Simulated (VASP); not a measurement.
Here is a VASP 6.6.1 calculation.

File INCAR:

```
  PREC = Accurate
  ENCUT = 520
  EDIFF = 1E-7
  ISMEAR = 0
  SIGMA = 0.02
  LREAL = F
  LASPH = T
  NELM = 60
  ALGO = Normal
  ISIF = 2
  LWAVE = F
  LCHARG = T
  GGA = PE
  LELF = T
  LVHAR = T
  NBANDS = 35
```

File KPOINTS:

```
Automatic mesh
0
Gamma
  12 12 2
```

File POSCAR:

```
Te2Mo
1.0
    3.5566632826      0.0000000000      0.0000000000
   -1.7783316413      3.0801607555      0.0000000000
    0.0000000000      0.0000000000     16.2515084743
Te Mo
4 2
Direct
    0.3333333333      0.6666666667      0.6387365311
    0.6666666667      0.3333333333      0.1387365311
    0.6666666667      0.3333333333      0.3612634689
    0.3333333333      0.6666666667      0.8612634689
    0.3333333333      0.6666666667      0.2500000000
    0.6666666667      0.3333333333      0.7500000000
```

Potentials or basis: VASP PAW PBE potentials, release 64 (Te, Mo_sv).

Command:

```bash
$ cat potpaw_PBE.64/Te/POTCAR potpaw_PBE.64/Mo_sv/POTCAR > POTCAR
$ mpirun -np 1 vasp_std > vasp.out
```

Q: Predict the pressure.

A: -0.1 GPa.

Q: Estimate the band gap on the k mesh.

A: 1.05 eV.

Q: Estimate the largest force.

A: 0.012 eV/Å.

Forces on the atoms (eV/Å):
```
Te   0.000  0.000 -0.012
Te   0.000  0.000 -0.012
Te   0.000  0.000  0.012
Te   0.000  0.000  0.012
Mo   0.000  0.000  0.000
Mo   0.000  0.000  0.000
```

Caveat: the cell differs from its parent crystal (strain along c alone, the other axes held: +6.0 %, then relaxed in part); spin-orbit coupling is left out, which moves the levels of the heavy elements; this functional lacks dispersion, which binds layers or chains, so the pressure and a relaxed spacing across them are unreliable. A k mesh can miss the band edges.
